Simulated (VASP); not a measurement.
Here is a VASP 6.6.1 calculation.

File INCAR:

```
  PREC = Accurate
  ENCUT = 520
  EDIFF = 1E-7
  ISMEAR = -1
  SIGMA = 0.05
  LREAL = False
  LASPH = True
  NELM = 60
  ALGO = Normal
  ISIF = 2
  LWAVE = False
  LCHARG = False
  NBANDS = 13
```

The input KPOINTS:

```
regular mesh
0
Gamma
  17 17 17
```

POSCAR

```
Mo
1.0
    2.2465567020      0.0000000000      0.0000000000
    0.0000000000      2.2465567020      0.0000000000
    0.0000000000      0.0000000000      2.2465567020
Mo
1
Direct
    0.0000000000      0.0000000000      0.0000000000
```

Potentials or basis: VASP PAW LDA potentials, release 64 (Mo_sv).

The run is started by

```console
$ cat potpaw_LDA.64/Mo_sv/POTCAR > POTCAR
$ mpirun -np 1 vasp_std > vasp.out
```

Estimate the band gap on the k mesh.

zero (band 7 reaches 20.48 eV, above the bottom of band 8 at 16.99 eV).

Estimate the pressure.

188.1 GPa.
